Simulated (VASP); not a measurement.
Runs of VASP 6.6.1 on Nb. The structure is that of space group Im-3m (No. 229), or close to it. The cells are those of the table. 

```tsv
cell	gap on the mesh (eV)	pressure (GPa)
a = 2.882 Å, angles 109.5°, 1 atom	none	-2.8
a = 2.830 Å, angles 109.5°, 1 atom	none	7.2
a = 2.803 Å, angles 109.5°, 1 atom	none	12.4
a = 2.856 Å, angles 109.5°, 1 atom	none	(b)
a = 2.907 Å, angles 109.5°, 1 atom	none	-6.9
a = 2.957 Å, angles 109.5°, 1 atom	none	(a)
a = 2.932 Å, angles 109.5°, 1 atom	none	-10.4
```

Alike in all rows: task single point; level PBE; potentials or basis VASP PAW PBE potentials, release 64 (Nb_sv); no spin polarisation; k mesh 10 × 10 × 10; cutoff (eV) 500; smearing methfessel-paxton 0.05 eV.

Task: Fill in the values left out.

Result: (a) -13.3; (b) 2.1.

A k mesh can miss the band edges, and the runs leave out spin-orbit coupling on Nb.

A gap of «none» marks levels without a gap at the run's occupations.
